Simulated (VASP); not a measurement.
# PtSe2 in VASP: further runs

The runs below take PtSe2 through single point, with PBE+D3(BJ).

All numbers are computed with VASP 6.6.1; they aren't measurements. Logs are shortened: lines on timing, memory, paths and dates and some standing lists are left out, and cuts for length are marked.

**1. The cell of the first run**

The cell holds a slab with vacuum, 3 atoms: a = 3.772 Å, b = 3.772 Å, c = 31.121 Å, α = 90.00°, β = 90.00°, γ = 120.00°.

**2. Single point, PBE+D3(BJ)**

INCAR reads:

```
SYSTEM = PtSe2
  PREC = Accurate
  ENCUT = 520
  EDIFF = 1E-6
  ISMEAR = 0
  SIGMA = 0.1
  LREAL = .False.
  LASPH = .True.
  NELM = 80
  ALGO = Normal
  ISIF = 2
  LWAVE = .False.
  LCHARG = .False.
  LDIPOL = .True.
  IDIPOL = 3
  DIPOL = 0.5 0.5 0.500
  GGA = PE
  IVDW = 12
  NBANDS = 18
```

KPOINTS reads:

```
regular mesh
0
Gamma
  6 6 1
  0 0 0
```

POSCAR reads:

```
PtSe2
1.0
    3.7715031151      0.0000000000      0.0000000000
   -1.8857515575      3.2662175081      0.0000000000
    0.0000000000      0.0000000000     31.1212903790
Se Pt
2 1
Direct
    0.6666666667      0.3333333333      0.4588602343
    0.3333333333      0.6666666667      0.5411397657
    0.0000000000      0.0000000000      0.5000000000
```

Potentials or basis: VASP PAW PBE potentials, release 64 (Se, Pt).

Command:

```
$ cat potpaw_PBE.64/Se/POTCAR potpaw_PBE.64/Pt/POTCAR > POTCAR
$ mpirun -np 1 vasp_std > vasp.out
```

OUTCAR:

```text
SYSTEM = PtSe2
   PREC = Accurate
   ENCUT = 520
   EDIFF = 1E-6
   ISMEAR = 0
   LREAL = .False.
   LASPH = .True.
   NELM = 80
   ISIF = 2
   GGA = PE
   IVDW = 12
 IVDW          = 12

 ion  position               nearest neighbor table
   1  0.667  0.333  0.459-   3 2.53   3 2.53   3 2.53
   2  0.333  0.667  0.541-   3 2.53   3 2.53   3 2.53
   3  0.000  0.000  0.500-   1 2.53   2 2.53   2 2.53   1 2.53   1 2.53   2 2.53

  LATTYP: Found a hexagonal cell.
 ALAT       =     3.7715031151
 C/A-ratio  =     8.2516941997

  Lattice vectors:

 A1 = (   3.7715031151,   0.0000000000,   0.0000000000)
 A2 = (  -1.8857515575,   3.2662175081,   0.0000000000)
 A3 = (   0.0000000000,   0.0000000000,  31.1212903790)

Analysis of symmetry for initial positions (statically):
=====================================================================
 Subroutine PRICEL returns:
 Original cell was already a primitive cell.

 Routine SETGRP: Setting up the symmetry group for a
 hexagonal supercell.

 Subroutine GETGRP returns: Found 12 space group operations
 (whereof 12 operations were pure point group operations)
 out of a pool of 24 trial point group operations.

The static configuration has the point symmetry D_3d.

Analysis of symmetry for dynamics (positions and initial velocities):
=====================================================================
 Subroutine PRICEL returns:
 Original cell was already a primitive cell.

 Routine SETGRP: Setting up the symmetry group for a
 hexagonal supercell.

 Subroutine GETGRP returns: Found 12 space group operations
 (whereof 12 operations were pure point group operations)
 out of a pool of 24 trial point group operations.

The dynamic configuration has the point symmetry D_3d.

 Subroutine INISYM returns: Found 12 space group operations
 (whereof 12 operations are pure point group operations),
 and found     1 'primitive' translations

----------------------------------------------------------------------------------------

                                     Primitive cell

  volume of cell :     383.3692

  direct lattice vectors                    reciprocal lattice vectors
     3.771503115  0.000000000  0.000000000     0.265146274  0.153082273  0.000000000
    -1.885751557  3.266217508  0.000000000     0.000000000  0.306164546  0.000000000
     0.000000000  0.000000000 31.121290379     0.000000000  0.000000000  0.032132344

  length of vectors
     3.771503115  3.771503115 31.121290379     0.306164546  0.306164546  0.032132344

  position of ions in fractional coordinates (direct lattice)
     0.666666667  0.333333333  0.458860234
     0.333333333  0.666666667  0.541139766
     0.000000000  0.000000000  0.500000000

  ion indices of the primitive-cell ions
   primitive index   ion index
                 1           1
                 2           2
                 3           3

----------------------------------------------------------------------------------------

 KPOINTS: regular mesh

Automatic generation of k-mesh.
 Grid dimensions read from file:
 generate k-points for:    6    6    1

 Generating k-lattice:

  Cartesian coordinates                     Fractional coordinates (reciprocal lattice)
     0.044191046  0.025513712  0.000000000     0.166666667 -0.000000000  0.000000000
     0.000000000  0.051027424  0.000000000     0.000000000  0.166666667  0.000000000
     0.000000000  0.000000000  0.032132344     0.000000000  0.000000000  1.000000000

  Length of vectors
     0.051027424  0.051027424  0.032132344

  Shift w.r.t. Gamma in fractional coordinates (k-lattice)
     0.000000000  0.000000000  0.000000000

 Subroutine IBZKPT returns following result:
 ===========================================

 Found      7 irreducible k-points:

 Following reciprocal coordinates:
            Coordinates               Weight
  0.000000  0.000000  0.000000      1.000000
  0.166667  0.000000  0.000000      6.000000
  0.333333  0.000000  0.000000      6.000000
  0.500000  0.000000  0.000000      3.000000
  0.166667  0.166667  0.000000      6.000000
  0.333333  0.166667  0.000000     12.000000
  0.333333  0.333333  0.000000      2.000000
   k-points           NKPTS =      7   k-points in BZ     NKDIM =      7   number of bands    NBANDS=     18
   number of dos      NEDOS =    301   number of ions     NIONS =      3
   total plane-waves  NPLWV = 188160
   dimension x,y,z NGX =    28 NGY =   28 NGZ =  240
   dimension x,y,z NGXF=    56 NGYF=   56 NGZF=  480
   ions per type =               2   1
   NGX,Y,Z   is equivalent  to a cutoff of  12.34, 12.34, 12.82 a.u.
   NGXF,Y,Z  is equivalent  to a cutoff of  24.68, 24.68, 25.64 a.u.
 SYSTEM =  PtSe2
   PREC   = accura    normal or accurate (medium, high low for compatibility)
   ISTART =      0    job   : 0-new  1-cont  2-samecut
   ICHARG =      2    charge: 1-file 2-atom 10-const
   ISPIN  =      1    spin polarized calculation?
   LNONCOLLINEAR =      F non collinear calculations
   LSORBIT =      F    spin-orbit coupling
   LASPH  =      T    aspherical Exc in radial PAW
   ENCUT  =  520.0 eV  38.22 Ry    6.18 a.u.   7.01  7.01 57.86*2*pi/ulx,y,z
   NELM   =     80;   NELMIN=  2; NELMDL= -5     # of ELM steps
   EDIFF  = 0.1E-05   stopping-criterion for ELM
   LREAL  =      F    real-space projection
   EDIFFG = 0.1E-04   stopping-criterion for IOM
   NSW    =      0    number of steps for IOM
   IBRION =     -1    ionic relax: 0-MD 1-quasi-New 2-CG
   NFREE  =      0    steps in history (QN), initial steepest desc. (CG)
   ISIF   =      2    stress and relaxation
   ISYM   =      2    0-nonsym 1-usesym 2-fastsym
   POTIM  = 0.5000    time-step for ionic-motion
   TEBEG  =    0.0;   TEEND  =   0.0 temperature during run
   PSTRESS=    0.0 pullay stress
   NELECT =      22.0000    total number of electrons
   NUPDOWN=      -1.0000    fix difference up-down
   EMIN   =  10.00;   EMAX   =-10.00  energy-range for DOS
   EFERMI =   0.00;   METHOD = LEGACY
   ISMEAR =     0;   SIGMA  =   0.10  broadening in eV -4-tet -1-fermi 0-gaus
   EFERMI_NEDOS =   21; number of points for ismear=-14 and -15
   IALGO  =     38    algorithm
   IMIX   =      4    mixing-type and parameters
     AMIX     =   0.40;   BMIX     =  1.00
     AMIX_MAG =   1.60;   BMIX_MAG =  1.00
  volume/ion in A,a.u.               =     127.79       862.37
  Fermi-wavevector in a.u.,A,eV,Ry     =   0.631456  1.193279  5.425148  0.398737
  Thomas-Fermi vector in A             =   1.694438
   LORBIT       =      0    0 simple, 1 ext, 2 COOP (PROOUT), +10 PAW based schemes
   GGA     = PE    functional components
   LHFCALC =     F    Hartree Fock is set to
   AEXX    =    0.0000 exact exchange contribution
   IVDW    =    12    specifies the selected vdW correction
   LEPSILON=     F    determine dielectric tensor
   LRPA    =     F    only Hartree local field effects (RPA)
 non-spin polarized calculation
 Gauss-broadening in eV      SIGMA  =   0.10
  energy-cutoff  :      520.00
  volume of cell :      383.37
 maximum number of plane-waves:     10377
 NGX is ok and might be reduce to    28
   NGX = 13   NGY = 13   NGZ =115

 number of electron      21.9999996 magnetization

 dipolmoment           0.000000      0.000000     -0.000000 electrons x Angstroem

 Free energy of the ion-electron system (eV)
  ---------------------------------------------------
  ext. energy  EPLUGINS =         0.00000000
  ---------------------------------------------------
  free energy    TOTEN  =       -14.29158911 eV

  energy without entropy =      -14.29158911  energy(sigma->0) =      -14.29158911

 E-fermi :  -3.4755     XC(G=0):  -2.1397

 val. band max:       -3.9620462036   @ k =   0.1667   0.1667   0.0000
 cond. band min:      -2.3230162638   @ k =   0.1667   0.0000   0.0000
 fundamental gap:      1.6390299398
 Fermi energy:        -3.4755282746

 k-point     1 :       0.0000    0.0000    0.0000
  band No.  band energies     occupation
      1     -17.9246      2.00000
      2     -16.0709      2.00000
      3      -9.0735      2.00000
      4      -9.0735      2.00000
      5      -8.8983      2.00000
      6      -6.7748      2.00000
[... 10 lines left out ...]
     17       1.7578      0.00000
     18       2.1059      0.00000

 k-point     2 :       0.1667    0.0000    0.0000
  band No.  band energies     occupation
      1     -17.6469      2.00000
      2     -16.1082      2.00000
      3      -9.0628      2.00000
      4      -8.9025      2.00000
      5      -8.6431      2.00000
      6      -7.2427      2.00000
[... 10 lines left out ...]
     17       2.2221      0.00000
     18       2.4641      0.00000

 k-point     3 :       0.3333    0.0000    0.0000
  band No.  band energies     occupation
      1     -16.9754      2.00000
      2     -16.2045      2.00000
      3      -9.2834      2.00000
      4      -8.6195      2.00000
      5      -8.4527      2.00000
      6      -7.6853      2.00000
[... 10 lines left out ...]
     17       3.2293      0.00000
     18       3.4301      0.00000

 k-point     4 :       0.5000    0.0000    0.0000
  band No.  band energies     occupation
      1     -16.4801      2.00000
      2     -16.3363      2.00000
      3      -9.9741      2.00000
      4      -8.5558      2.00000
      5      -7.7846      2.00000
      6      -7.6369      2.00000
[... 10 lines left out ...]
     17       4.2055      0.00000
     18       4.6726      0.00000

 k-point     5 :       0.1667    0.1667    0.0000
  band No.  band energies     occupation
      1     -17.1673      2.00000
      2     -16.1724      2.00000
      3      -8.9116      2.00000
      4      -8.7955      2.00000
      5      -8.4256      2.00000
      6      -7.5872      2.00000
[... 10 lines left out ...]
     17       2.9974      0.00000
     18       3.1800      0.00000

 k-point     6 :       0.3333    0.1667    0.0000
  band No.  band energies     occupation
      1     -16.5515      2.00000
      2     -16.2700      2.00000
      3      -9.5392      2.00000
      4      -8.6974      2.00000
      5      -8.1057      2.00000
      6      -7.4476      2.00000
[... 10 lines left out ...]
     17       4.2106      0.00000
     18       4.5443      0.00000

 k-point     7 :       0.3333    0.3333    0.0000
  band No.  band energies     occupation
      1     -16.3091      2.00000
      2     -16.3091      2.00000
      3      -9.2075      2.00000
      4      -8.7592      2.00000
      5      -8.7592      2.00000
      6      -7.3452      2.00000
[... 10 lines left out ...]
     17       4.7709      0.00000
     18       4.8040      0.00000

------------------------ aborting loop because EDIFF is reached ----------------------------------------

 vacuum level on the upper side and lower side of the slab       (xc-potential included)        -0.007        -0.007

 Edisp (eV)   -0.87048

 E8    (eV) :    -0.4001

  FORCE on cell =-STRESS in cart. coord.  units (eV):
  Direction    XX          YY          ZZ          XY          YZ          ZX
  --------------------------------------------------------------------------------------
  -------------------------------------------------------------------------------------
  Total      -1.00177    -1.00177     0.19253    -0.00000     0.00000    -0.00000
  in kB      -4.18661    -4.18661     0.80463    -0.00000     0.00000    -0.00000
  external pressure =       -2.52 kB  Pullay stress =        0.00 kB

 VOLUME and BASIS-vectors are now :
 -----------------------------------------------------------------------------
  energy-cutoff  :      520.00
  volume of cell :      383.37
      direct lattice vectors                 reciprocal lattice vectors
     3.771503115  0.000000000  0.000000000     0.265146274  0.153082273  0.000000000
    -1.885751557  3.266217508  0.000000000     0.000000000  0.306164546  0.000000000
     0.000000000  0.000000000 31.121290379     0.000000000  0.000000000  0.032132344

 POSITION                                       TOTAL-FORCE (eV/Angst)
 -----------------------------------------------------------------------------------
      1.88575      1.08874     14.28032        -0.000000      0.000000     -0.081273
     -0.00000      2.17748     16.84097         0.000000     -0.000000      0.081273
      0.00000      0.00000     15.56065         0.000000      0.000000      0.000000
 -----------------------------------------------------------------------------------
    total drift:                               -0.000000     -0.000000      0.000000

  FREE ENERGIE OF THE ION-ELECTRON SYSTEM (eV)
  ---------------------------------------------------
  free  energy   TOTEN  =       -15.1620662060 eV

  energy  without entropy=      -15.1620662060  energy(sigma->0) =      -15.16206621

 vacuum level on the upper side and lower side of the slab         1.760         1.760
```

Wall time 64 s (1 thread of Intel Xeon Platinum 8559C (Emerald Rapids), shared host); peak memory 0.45 GiB.

Results:

```
Free energy                : -15.1621 eV
Largest force              : 0.081 eV/Å
Band gap on the k mesh     : 1.64 eV, indirect (least direct gap 1.75 eV)
Dispersion energy per atom : -0.290 eV
```

Forces on the atoms (eV/Å):
```
Se   0.000  0.000 -0.081
Se   0.000  0.000  0.081
Pt   0.000  0.000  0.000
```

Levels at points of the mesh, in eV from the valence-band top:
| k point | band 7 | band 8 | band 9 | band 10 | band 11 | band 12 | band 13 | band 14 | band 15 | band 16 |
| --- | --- | --- | --- | --- | --- | --- | --- | --- | --- | --- |
| (0.00, 0.00, 0.00) | -2.81 | -1.15 | -0.52 | -0.08 | -0.08 | 2.93 | 2.93 | 4.50 | 5.23 | 5.57 |
| (0.50, 0.00, 0.00) | -2.34 | -2.28 | -1.95 | -1.92 | -1.30 | 2.33 | 2.71 | 4.73 | 6.22 | 7.69 |

Caveat: spin-orbit coupling is left out, which moves the levels of the heavy elements.

**3. Single point, PBE+D3(BJ)**

This run uses another cell than the first one, of 123.46 Å³/atom, 0.966 times its volume.

Changes to INCAR since step 2:

```diff
@@ -5,6 +5,6 @@
   ISMEAR = 0
-  SIGMA = 0.1
+  SIGMA = 0.02
   LREAL = .False.
   LASPH = .True.
-  NELM = 80
+  NELM = 60
   ALGO = Normal
```

KPOINTS reads:

```
regular mesh
0
Gamma
  9 9 1
  0 0 0
```

POSCAR reads:

```
PtSe2
1.0
    3.7070357926      0.0000000000      0.0000000000
   -1.8535178963      3.2103871691      0.0000000000
    0.0000000000      0.0000000000     31.1212903790
Se Pt
2 1
Direct
    0.6666666667      0.3333333333      0.4574394137
    0.3333333333      0.6666666667      0.5425605863
    0.0000000000      0.0000000000      0.5000000000
```

Potentials or basis: VASP PAW PBE potentials, release 64 (Se, Pt).

Command:

```
$ cat potpaw_PBE.64/Se/POTCAR potpaw_PBE.64/Pt/POTCAR > POTCAR
$ mpirun -np 1 vasp_std > vasp.out
```

OUTCAR:

```text
SYSTEM = PtSe2
   PREC = Accurate
   ENCUT = 520
   EDIFF = 1E-6
   ISMEAR = 0
   LREAL = .False.
   LASPH = .True.
   NELM = 60
   ISIF = 2
   GGA = PE
   IVDW = 12
 IVDW          = 12

 ion  position               nearest neighbor table
   1  0.667  0.333  0.457-   3 2.52   3 2.52   3 2.52
   2  0.333  0.667  0.543-   3 2.52   3 2.52   3 2.52
   3  0.000  0.000  0.500-   1 2.52   2 2.52   2 2.52   1 2.52   1 2.52   2 2.52

  LATTYP: Found a hexagonal cell.
 ALAT       =     3.7070357926
 C/A-ratio  =     8.3951955471

  Lattice vectors:

 A1 = (   3.7070357926,   0.0000000000,   0.0000000000)
 A2 = (  -1.8535178963,   3.2103871691,   0.0000000000)
 A3 = (   0.0000000000,   0.0000000000,  31.1212903790)

Analysis of symmetry for initial positions (statically):
=====================================================================
 Subroutine PRICEL returns:
 Original cell was already a primitive cell.

 Routine SETGRP: Setting up the symmetry group for a
 hexagonal supercell.

 Subroutine GETGRP returns: Found 12 space group operations
 (whereof 12 operations were pure point group operations)
 out of a pool of 24 trial point group operations.

The static configuration has the point symmetry D_3d.

[... 162 lines left out ...]
  band No.  band energies     occupation
      1     -17.8754      2.00000
      2     -16.1108      2.00000
      3      -8.9822      2.00000
      4      -8.9242      2.00000
      5      -8.9242      2.00000
      6      -6.7110      2.00000
[... 229 lines left out ...]
      5      -8.7389      2.00000
      6      -7.3072      2.00000
[... 10 lines left out ...]
     17       4.9447      0.00000
     18       5.1787      0.00000

------------------------ aborting loop because EDIFF is reached ----------------------------------------

 vacuum level on the upper side and lower side of the slab       (xc-potential included)        -0.008        -0.008

 Edisp (eV)   -0.89578

 E8    (eV) :    -0.4116

  FORCE on cell =-STRESS in cart. coord.  units (eV):
  Direction    XX          YY          ZZ          XY          YZ          ZX
  --------------------------------------------------------------------------------------
  -------------------------------------------------------------------------------------
  Total      -0.02531    -0.02531    -0.01845     0.00000    -0.00000     0.00000
  in kB      -0.10948    -0.10948    -0.07981     0.00000    -0.00000     0.00000
  external pressure =       -0.10 kB  Pullay stress =        0.00 kB

 VOLUME and BASIS-vectors are now :
 -----------------------------------------------------------------------------
  energy-cutoff  :      520.00
  volume of cell :      370.38
      direct lattice vectors                 reciprocal lattice vectors
     3.707035793  0.000000000  0.000000000     0.269757309  0.155744455  0.000000000
    -1.853517896  3.210387169  0.000000000     0.000000000  0.311488910  0.000000000
     0.000000000  0.000000000 31.121290379     0.000000000  0.000000000  0.032132344

 POSITION                                       TOTAL-FORCE (eV/Angst)
 -----------------------------------------------------------------------------------
      1.85352      1.07013     14.23610        -0.000000      0.000000      0.000975
     -0.00000      2.14026     16.88519         0.000000     -0.000000     -0.000975
      0.00000      0.00000     15.56065         0.000000      0.000000      0.000000
 -----------------------------------------------------------------------------------
    total drift:                                0.000000     -0.000000      0.000000

  FREE ENERGIE OF THE ION-ELECTRON SYSTEM (eV)
  ---------------------------------------------------
  free  energy   TOTEN  =       -15.1832089733 eV

  energy  without entropy=      -15.1832089733  energy(sigma->0) =      -15.18320897

 vacuum level on the upper side and lower side of the slab         1.816         1.816
```

OSZICAR:

```text
N       E                     dE             d eps       ncg     rms          rms(c)
DAV:   1     0.173253148140E+03    0.17325E+03   -0.66290E+03   432   0.844E+02
DAV:   2     0.574375929686E+01   -0.16751E+03   -0.15630E+03   690   0.148E+02
DAV:   3    -0.147843042393E+02   -0.20528E+02   -0.20361E+02   564   0.656E+01
[... 16 lines left out ...]
DAV:  20    -0.142874248676E+02   -0.94085E-05   -0.18746E-06   420   0.607E-03    0.382E-03
DAV:  21    -0.142874285220E+02   -0.36544E-05   -0.27387E-07   442   0.258E-03    0.559E-03
DAV:  22    -0.142874300075E+02   -0.14855E-05   -0.27971E-07   438   0.252E-03    0.918E-04
DAV:  23    -0.142874312856E+02   -0.12781E-05   -0.19845E-07   432   0.208E-03    0.215E-03
DAV:  24    -0.142874319548E+02   -0.66919E-06   -0.40448E-08   438   0.106E-03
   1 F= -.15183209E+02 E0= -.15183209E+02  d E =-.608477E-20
```

Wall time 1.7 min (1 thread of Intel Xeon Platinum 8559C (Emerald Rapids), shared host); peak memory 0.48 GiB.

Results:

```
Free energy                : -15.1832 eV
Band gap on the k mesh     : 1.35 eV, indirect (least direct gap 1.58 eV)
Dispersion energy per atom : -0.299 eV
```

Caveat: spin-orbit coupling is left out, which moves the levels of the heavy elements.

(Continued in part 2 of 2.)
